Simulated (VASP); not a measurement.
A run of VASP 6.6.1 is set up as follows.

Contents of INCAR:

```
  ALGO = Normal
  EDIFF = 1E-6
  ENCUT = 520
  GGA = PE
  ISIF = 2
  ISMEAR = -1
  LASPH = T
  LCHARG = F
  LREAL = Auto
  LWAVE = F
  NBANDS = 86
  NELM = 80
  PREC = Accurate
  SIGMA = 0.36
```

File KPOINTS:

```
k-points
0
Gamma
  2 2 2
```

Contents of POSCAR:

```
WC
1.0
   -2.9165940000     -5.0516900000      0.0000000000
    4.3748920000     -2.5258450000      0.0000000000
    0.0000000000      0.0000000000      5.6788720000
W C
8 8
Direct
    0.7463171647      0.4733612086     -0.0224340327
    0.7205074953      0.5019387536      0.4730516905
    0.4971133636     -0.0101995996     -0.0512953981
    0.5062231361     -0.0031206801      0.4704103209
    0.2490658187      0.4950805351     -0.0232088344
    0.2140535549      0.4662074661      0.4646345260
   -0.0118611367     -0.0082274306     -0.0311329433
   -0.0156730345      0.0130947511      0.4778413741
    0.4647608815      0.6563633567      0.2396602706
    0.4659148317      0.6697729687      0.7201782326
    0.2741303165      0.1017000731      0.1799653171
    0.2382318819      0.1399636099      0.7497439632
   -0.0146272655      0.6550649034      0.2203254449
   -0.0405447034      0.6459696745      0.7229428661
    0.7389145286      0.1553669623      0.2518281800
    0.7581189879      0.1705242761      0.6946097746
```

Potentials or basis: VASP PAW PBE potentials, release 64 (W_sv, C).

Run with:

```bash
$ cat potpaw_PBE.64/W_sv/POTCAR potpaw_PBE.64/C/POTCAR > POTCAR
$ mpirun -np 1 vasp_std > vasp.out
```

Question: What does it give for the band gap on the k mesh?

Answer: Zero (band 72 reaches 11.53 eV, above the bottom of band 73 at 11.47 eV).

Question: Predict the largest force.

Answer: 6.452 eV/Å.

Forces in eV/Å, atoms in the order of the input:
```
W    2.432  0.331 -0.300
W   -0.842 -0.604 -0.471
W   -2.239 -1.046  2.431
W    1.112  4.286 -0.327
W   -0.170  2.651 -1.119
W    1.453 -3.268  1.536
W   -0.881  0.869  1.080
W   -5.241 -0.334 -1.913
C   -1.223 -1.238 -1.332
C   -2.055  0.025 -0.548
C    4.915  1.130  4.025
C    1.676 -0.913 -3.223
C   -0.079  0.167  0.142
C   -0.343 -2.683  0.061
C    0.290 -1.214 -3.565
C    1.195  1.841  3.523
```

Caveat: the k points lie up to 0.62 Å⁻¹ apart; spin-orbit coupling is left out, which moves the levels of the heavy elements; forces of over 1 eV/Å act on the atoms, so gaps and moduli don't describe the material at rest.
